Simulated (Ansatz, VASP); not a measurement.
**NbTe in VASP and in Ansatz**

```
Nb Te
1.0
     3.42570    0.00000    0.00000
     0.00000    3.42570    0.00000
     0.00000    0.00000    3.42570
Nb Te
1 1
Direct
  0.50000 0.50000 0.50000
  0.00000 0.00000 0.00000
```

Alike in both runs: task single point; functional PBE; k mesh 5 × 5 × 5; occupations fermi-dirac, width 0.03 eV; no spin polarisation.

```csv
,VASP,Ansatz
version,VASP 6.6.1,Ansatz 0.2.0
potentials or method,"VASP PAW PBE potentials, release 64 (Nb_sv, Te), cutoff 500 eV","all-electron LAPW, scalar-relativistic"
```

Ansatz gave:

```
gap on the k mesh at the Fermi level (eV) : none
pressure (GPa)                            : 0.0
```

Question: What did VASP give for the same quantities?

Answer: gap on the k mesh at the Fermi level (eV): none; pressure (GPa): -0.2.

A gap of «none» marks a metal or a gap that the smearing closes. Ansatz ran all-electron here, and VASP with PAW potentials.

The k mesh is coarse, so the values compare programs but aren't converged. Neither program's run includes spin-orbit coupling. Noted on Ansatz's run: the k mesh is thin for a metal, which can move the energy by tens of meV per atom.
